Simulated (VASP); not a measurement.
# BaTiO3 (P4mm) in VASP: further runs, part 2 of 2

VASP 6.6.1. Earlier steps stand in the parts before.

### 3 Single point, PBE (strain +0.015 along x and y, -0.030 along z)

File INCAR:

```
SYSTEM = BaTiO3
  PREC = Accurate
  ENCUT = 1340
  EDIFF = 1E-6
  ISMEAR = 0
  SIGMA = 0.05
  LREAL = .False.
  LASPH = .True.
  NELM = 120
  ALGO = Normal
  ISIF = 2
  LWAVE = .False.
  LCHARG = .False.
  GGA = PE
  NBANDS = 28
  GGA_COMPAT = .False.
```

File KPOINTS:

```
Automatic mesh
0
Gamma
  8 8 6
  0 0 0
```

File POSCAR:

```
BaTiO3
1.0
    4.0451339662      0.0000000000      0.0000000000
    0.0000000000      4.0451339662      0.0000000000
    0.0000000000      0.0000000000      4.0757530286
Ba Ti O
1 1 3
Direct
    0.0000000000      0.0000000000      0.9863187693
    0.5000000000      0.5000000000      0.4690806688
    0.5000000000      0.5000000000      0.0378497747
    0.5000000000      0.0000000000      0.5173753936
    0.0000000000      0.5000000000      0.5173753936
```

Potentials or basis: VASP PAW PBE potentials, release 64 (Ba_sv, Ti_sv, O_h).

On the command line:

```
> cat potpaw_PBE.64/Ba_sv/POTCAR potpaw_PBE.64/Ti_sv/POTCAR potpaw_PBE.64/O_h/POTCAR > POTCAR
> mpirun -np 1 vasp_std > vasp.out
```

OUTCAR:

```text
SYSTEM = BaTiO3
   PREC = Accurate
   ENCUT = 1340
   EDIFF = 1E-6
   ISMEAR = 0
   LREAL = .False.
   LASPH = .True.
   NELM = 120
   ISIF = 2
   GGA = PE

 ion  position               nearest neighbor table
   1  0.000  0.000  0.986-   4 2.78   5 2.78   5 2.78   4 2.78   3 2.87   3 2.87   3 2.87   3 2.87
                             4 2.96   5 2.96   5 2.96   4 2.96   2 3.47   2 3.47   2 3.47   2 3.47
   2  0.500  0.500  0.469-   3 1.76   4 2.03   5 2.03   4 2.03   5 2.03   1 3.47   1 3.47   1 3.47
                             1 3.47   1 3.55   1 3.55   1 3.55   1 3.55
   3  0.500  0.500  0.038-   2 1.76   1 2.87   1 2.87   1 2.87   1 2.87
   4  0.500  0.000  0.517-   2 2.03   2 2.03   1 2.78   1 2.78   1 2.96   1 2.96
   5  0.000  0.500  0.517-   2 2.03   2 2.03   1 2.78   1 2.78   1 2.96   1 2.96

  LATTYP: Found a simple tetragonal cell.
 ALAT       =     4.0451339662
 C/A-ratio  =     1.0075693568

  Lattice vectors:

 A1 = (   4.0451339662,   0.0000000000,   0.0000000000)
 A2 = (   0.0000000000,   4.0451339662,   0.0000000000)
 A3 = (   0.0000000000,   0.0000000000,   4.0757530286)

Analysis of symmetry for initial positions (statically):
=====================================================================
 Subroutine PRICEL returns:
[... 174 lines left out ...]

  energy without entropy =      -40.01817116  energy(sigma->0) =      -40.01817116

 E-fermi :   4.4151     XC(G=0): -11.0301

 val. band max:        4.0224074805   @ k =   0.5000   0.5000   0.5000
 cond. band min:       5.8397161051   @ k =   0.0000   0.0000   0.0000
 fundamental gap:      1.8173086247
 Fermi energy:         4.4150794319

 k-point     1 :       0.0000    0.0000    0.0000
  band No.  band energies     occupation
      1     -52.5444      2.00000
      2     -28.9285      2.00000
      3     -28.7331      2.00000
      4     -28.7331      2.00000
      5     -21.0772      2.00000
      6     -12.9795      2.00000
[... 733 lines left out ...]
     27      11.6792      0.00000
     28      12.4606      0.00000

 [... further k-points ...]
[... 5 lines left out ...]
  --------------------------------------------------------------------------------------
  -------------------------------------------------------------------------------------
  Total       -0.4415516     -0.4415516      3.0671162      0.0000000      0.0000000      0.0000000
  in kB      -10.6076290    -10.6076290     73.6829711      0.0000000      0.0000000      0.0000000
  external PRESSURE =      17.4892377 kB  Pullay stress =       0.0000000 kB

 VOLUME and BASIS-vectors are now :
 -----------------------------------------------------------------------------
  energy-cutoff  :     1340.00
  volume of cell :       66.69
      direct lattice vectors                 reciprocal lattice vectors
     4.045133966  0.000000000  0.000000000     0.247210601  0.000000000  0.000000000
     0.000000000  4.045133966  0.000000000     0.000000000  0.247210601  0.000000000
     0.000000000  0.000000000  4.075753029     0.000000000  0.000000000  0.245353434

 POSITION                                       TOTAL-FORCE (eV/Angst)
 -----------------------------------------------------------------------------------
      0.00000      0.00000      4.01999        -0.000000     -0.000000      0.103970
      2.02257      2.02257      1.91186        -0.000000      0.000000      0.952245
      2.02257      2.02257      0.15427        -0.000000     -0.000000     -0.947202
      2.02257      0.00000      2.10869        -0.000000     -0.000000     -0.054507
      0.00000      2.02257      2.10869         0.000000     -0.000000     -0.054507
 -----------------------------------------------------------------------------------
    total drift:                                0.000000      0.000000      0.000820

  FREE ENERGIE OF THE ION-ELECTRON SYSTEM (eV)
  ---------------------------------------------------
  free  energy   TOTEN  =       -40.0181711636 eV

  energy  without entropy=      -40.0181711636  energy(sigma->0) =      -40.01817116
```

OSZICAR:

```text
N       E                     dE             d eps       ncg     rms          rms(c)
DAV:   1     0.670266057265E+03    0.67027E+03   -0.35255E+04  3360   0.309E+03
DAV:   2     0.814866647304E+02   -0.58878E+03   -0.56380E+03  3420   0.646E+02
DAV:   3    -0.417229175707E+02   -0.12321E+03   -0.11611E+03  5180   0.215E+02
DAV:   4    -0.502109177052E+02   -0.84880E+01   -0.84520E+01  4416   0.546E+01
DAV:   5    -0.505774781088E+02   -0.36656E+00   -0.36624E+00  5368   0.110E+01    0.239E+01
DAV:   6    -0.401704205296E+02    0.10407E+02   -0.55742E+01  5116   0.675E+01    0.103E+01
DAV:   7    -0.402022956373E+02   -0.31875E-01   -0.12137E+01  4680   0.253E+01    0.728E+00
DAV:   8    -0.400273238685E+02    0.17497E+00   -0.72054E-01  4128   0.734E+00    0.406E+00
DAV:   9    -0.400431547323E+02   -0.15831E-01   -0.44635E-01  5008   0.636E+00    0.166E+00
DAV:  10    -0.400246514382E+02    0.18503E-01   -0.12872E-01  4620   0.347E+00    0.704E-01
DAV:  11    -0.400198200586E+02    0.48314E-02   -0.16209E-02  4512   0.129E+00    0.431E-01
DAV:  12    -0.400181577331E+02    0.16623E-02   -0.80706E-03  4196   0.564E-01    0.613E-02
DAV:  13    -0.400181611308E+02   -0.33977E-05   -0.41469E-04  3956   0.171E-01    0.279E-02
DAV:  14    -0.400181695844E+02   -0.84536E-05   -0.54183E-05  4544   0.657E-02    0.171E-02
DAV:  15    -0.400181714496E+02   -0.18652E-05   -0.34700E-05  4568   0.610E-02    0.944E-03
DAV:  16    -0.400181711636E+02    0.28606E-06   -0.58797E-06  3940   0.217E-02
   1 F= -.40018171E+02 E0= -.40018171E+02  d E =-.120563E-30
```

stdout:

```text
POSCAR found type information on POSCAR BaTiO
 POSCAR found :  3 types and       5 ions
 scaLAPACK will be used
 LDA part: xc-table for (Slater+PW92), standard interpolation
 POSCAR, INCAR and KPOINTS ok, starting setup
 FFT: planning ... GRIDC
 FFT: planning ... GRID_SOFT
 FFT: planning ... GRID
 WAVECAR not read
 entering main loop
```

Run time: 5.8 min. Hardware: 1 thread of Intel Xeon Platinum 8488C (Sapphire Rapids), shared host; peak memory 0.65 GiB.

What came out:

* Free energy: -40.0182 eV
* Pressure: 1.7 GPa
* Largest force: 0.952 eV/Å
* Band gap on the k mesh: 1.82 eV (least direct gap 2.30 eV)

Forces in eV/Å, atoms in the order of the input:
```
Ba   0.000  0.000  0.104
Ti   0.000  0.000  0.952
O    0.000  0.000 -0.947
O    0.000  0.000 -0.055
O    0.000  0.000 -0.055
```

Levels at points of the mesh, in eV from the valence-band top:
```tsv
k point	band 17	band 18	band 19	band 20	band 21	band 22	band 23	band 24
(0.00, 0.00, 0.00)	-1.16	-0.80	-0.48	-0.48	1.82	2.55	2.55	3.92
(0.50, 0.00, 0.00)	-1.76	-1.53	-1.48	-1.27	2.62	3.38	3.54	4.26
(0.50, 0.50, 0.00)	-1.97	-1.29	-1.29	-0.08	3.58	3.58	3.83	4.46
(0.00, 0.00, 0.50)	-1.94	-1.90	-0.70	-0.70	1.97	3.73	3.73	3.92
(0.50, 0.00, 0.50)	-1.77	-0.97	-0.92	-0.40	3.43	3.74	3.89	4.70
(0.50, 0.50, 0.50)	-2.40	-0.32	-0.32	0.00	4.01	4.12	4.12	6.00
```

Caveat: the cell differs from its parent crystal (strain +0.015 along x and y, -0.030 along z); the stress differs along the axes, from -1 to 7 GPa; spin-orbit coupling is left out, which moves the levels of the heavy elements. A k mesh can miss the band edges.

### 4 Single point, PBE (strain +0.000 along x and y, +0.015 along z)

File INCAR:

```
SYSTEM = BaTiO3
PREC = Accurate
ENCUT = 1340
EDIFF = 1E-6
ISMEAR = 0
SIGMA = 0.05
LREAL = .False.
LASPH = .True.
NELM = 120
ALGO = Normal
ISIF = 2
LWAVE = .False.
LCHARG = .False.
GGA = PE
NBANDS = 28
GGA_COMPAT = .False.
```

KPOINTS is that of step 3.

Changes to POSCAR since step 3:

```diff
@@ -2,5 +2,5 @@
 1.0
-    4.0451339662      0.0000000000      0.0000000000
-    0.0000000000      4.0451339662      0.0000000000
-    0.0000000000      0.0000000000      4.0757530286
+    3.9853536613      0.0000000000      0.0000000000
+    0.0000000000      3.9853536613      0.0000000000
+    0.0000000000      0.0000000000      4.2648343547
 Ba Ti O
```

On the command line:

```
> cat potpaw_PBE.64/Ba_sv/POTCAR potpaw_PBE.64/Ti_sv/POTCAR potpaw_PBE.64/O_h/POTCAR > POTCAR
> mpirun -np 1 vasp_std > vasp.out
```

It took 3.8 min on 1 thread of Intel Xeon 6975P-C (Granite Rapids), shared host; peak memory 0.66 GiB.

The run converged. Its results:

```
Free energy            : -40.0684 eV
Pressure               : -0.8 GPa
Largest force          : 0.381 eV/Å
Band gap on the k mesh : 1.76 eV (least direct gap 2.35 eV)
```

Forces on the atoms (eV/Å):
```
Ba   0.000  0.000  0.008
Ti   0.000  0.000 -0.346
O    0.000  0.000  0.381
O    0.000  0.000 -0.021
O    0.000  0.000 -0.021
```

Stress tensor (GPa, compression positive):
```
-0.03  0.00  0.00
 0.00 -0.03  0.00
 0.00  0.00 -2.42
```

Levels at points of the mesh, in eV from the valence-band top:
```csv
k point,band 18,band 19,band 20,band 21,band 22,band 23
"(0.00, 0.00, 0.00)",-0.98,-0.59,-0.59,1.76,2.36,2.36
"(0.50, 0.00, 0.00)",-1.75,-1.61,-1.36,2.44,3.37,3.45
"(0.50, 0.50, 0.00)",-1.12,-1.12,-0.05,3.49,3.49,3.85
"(0.00, 0.00, 0.50)",-1.98,-0.74,-0.74,1.86,3.28,3.28
"(0.50, 0.00, 0.50)",-1.25,-1.15,-0.57,3.29,3.41,3.59
"(0.50, 0.50, 0.50)",-0.50,-0.50,0.00,3.82,3.82,3.99
```

Caveat: the cell differs from its parent crystal (strain +0.000 along x and y, +0.015 along z); spin-orbit coupling is left out, which moves the levels of the heavy elements. A k mesh can miss the band edges.

### 5 The runs side by side

| cell | gap on the mesh (eV) | pressure (GPa) | largest force (eV/Å) |
| --- | --- | --- | --- |
| a = 4.045, b = 4.045, c = 4.265 Å, 5 atoms | 1.70 | -5.1 | 0.51 |
| a = 4.045, b = 4.045, c = 4.076 Å, 5 atoms | 1.82 | 1.7 | 0.95 |
| a = 3.985, b = 3.985, c = 4.265 Å, 5 atoms | 1.76 | -0.8 | 0.38 |

Alike in all rows: task single point; level PBE; potentials or basis VASP PAW PBE potentials, release 64 (Ba_sv, Ti_sv, O_h); no spin polarisation; k mesh 8 × 8 × 6; cutoff (eV) 1340; smearing gaussian 0.05 eV.

Caveats: spin-orbit coupling is left out, which moves the levels of the heavy elements; the cell stands under tension (at least some runs); the stress differs along the axes, from -1 to 7 GPa (at least some runs).

Absolute energies hang on the potentials; compare differences alone.
